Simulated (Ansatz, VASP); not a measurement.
## HfN: VASP beside Ansatz

POSCAR

```
HfN
1.0
    0.0000000000      2.3724345563      2.4458088209
    2.3724345563      0.0000000000      2.4458088209
    2.3724345563      2.3724345563      0.0000000000
Hf N
1 1
Direct
    0.0000000000      0.0000000000      0.0000000000
    0.7500000000      0.7500000000      0.7500000000
```

The input INCAR.step1:

```
  PREC = Accurate
  ENCUT = 520
  ISMEAR = 0
  SIGMA = 0.15
  LREAL = False
  LASPH = True
  NELM = 60
  NBANDS = 14
  GGA = PE
  ALGO = Normal
  EDIFF = 1E-4
  LWAVE = True
  LCHARG = False
```

File INCAR.step2:

```
  PREC = Accurate
  ENCUT = 520
  EDIFF = 1E-6
  ISMEAR = 0
  SIGMA = 0.15
  LREAL = False
  LASPH = True
  NELM = 60
  ALGO = Normal
  ISIF = 2
  LWAVE = False
  LCHARG = True
  METAGGA = R2SCAN
  LMIXTAU = True
  LELF = True
  LVHAR = True
  NBANDS = 14
  ISTART = 1
```

The input KPOINTS:

```
Automatic mesh
0
Gamma
  22 22 22
```

Input for Ansatz:

```yaml
crystal:
  lattice:
    - [0.0, 2.3724345563, 2.4458088209]
    - [2.3724345563, 0.0, 2.4458088209]
    - [2.3724345563, 2.3724345563, 0.0]
  atoms:
    - { symbol: Hf, position: [0.0, 0.0, 0.0] }
    - { symbol: "N", position: [0.75, 0.75, 0.75] }
basis:
  ecutwfc: 500
kpoints:
  mp_grid: { grid: [22, 22, 22] }
hamiltonian:
  xc: r2scan
scf:
  occupations: { method: gaussian, width: 0.15 }
output:
  forces: true
  stress: true
  eigenvalues: true
```

Change from the starting cell: strain -0.030 along x and y, +0.000 along z, atoms carried along.

Alike in both runs: task single point; functional r2SCAN; k mesh 22 × 22 × 22; occupations gaussian, width 0.15 eV; no spin polarisation.

|  | VASP | Ansatz |
| --- | --- | --- |
| version | VASP 6.6.1 | Ansatz 0.2.0 |
| potentials or method | VASP PAW PBE potentials, release 64 (Hf_pv, N), cutoff 520 eV | scalar-relativistic, plane waves, PAW |
| valence electrons in the cell | 15 | 31 |

|  | VASP | Ansatz | Ansatz less VASP |
| --- | --- | --- | --- |
| gap on the k mesh at the Fermi level (eV) | none | none | - |
| pressure (GPa) | 12.7 | 14.0 | +1.22 |
| traceless stress, the component that is largest in VASP (GPa) | -3.50 | -3.48 | +0.015 |

VASP's potentials were made for PBE, not for r2SCAN. A gap of «none» marks a metal or a gap that the smearing closes. VASP's potentials hold 15 valence electrons a cell and Ansatz's 31, so a difference there can come from the potentials and not from the codes.

Spin-orbit coupling is off throughout.
